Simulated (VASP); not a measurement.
Wanted: the native input for a VASP 6.6.1 run.

- Task: single point
- Functional: LDA
- Potentials or basis: VASP PAW LDA potentials, release 64 (Ca_sv, Mg)
- Cutoff: 520 eV
- k mesh: 12 × 12 × 12
- Occupations: gaussian, width 0.15 eV
- Spin: no spin polarisation
- Dipole correction: no
- Further INCAR settings: ALGO = Fast; EDIFF = 1e-06; NBANDS = 13

The structure of CaMg lies in POSCAR:

```
CaMg
1.0
    3.8262479978      0.0000000000      0.0000000000
    0.0000000000      3.8262479978      0.0000000000
    0.0000000000      0.0000000000      3.8262479978
Ca Mg
1 1
Direct
    0.0128258732      0.0000000000      0.0000000000
    0.4788506338      0.5000000000      0.5000000000
```

This cell differs from its parent crystal: atoms displaced along a vibrational mode, the cell strained.

These files were run (other wordings do the same):

INCAR

```
PREC     = Accurate       # precision mode
ENCUT    = 520            # plane-wave cutoff, eV
EDIFF    = 1E-6           # SCF threshold, eV
ISMEAR   = 0              # smearing method
SIGMA    = 0.15           # smearing width, eV
LREAL    = False          # projectors in reciprocal space
LASPH    = True           # aspherical terms in the spheres
NELM     = 80             # most SCF steps
ALGO     = Fast           # electronic algorithm
ISIF     = 2              # what is computed and relaxed
LWAVE    = False          # write WAVECAR
LCHARG   = False          # write CHGCAR
GGA      = CA             # functional
NBANDS   = 13             # bands
```

KPOINTS

```
Automatic mesh
0
Gamma
  12 12 12
```

Potentials or basis: VASP PAW LDA potentials, release 64 (Ca_sv, Mg).

The run is started by

```console
$ cat potpaw_LDA.64/Ca_sv/POTCAR potpaw_LDA.64/Mg/POTCAR > POTCAR
$ mpirun -np 1 vasp_std > vasp.out
```

Results of the run:

| Item | Value |
| --- | --- |
| Pressure | 0.8 GPa |
| Largest force | 0.351 eV/Å |
| Band gap on the k mesh | zero (bands 6 and 7 overlap by 1.32 eV) |

Caveat: the cell differs from its parent crystal (atoms displaced along a vibrational mode, the cell strained).

Run time: 43 s on 1 thread of Intel(R) Xeon(R) 6975P-C (Granite Rapids), on a shared host, peak memory 0.27 GiB.
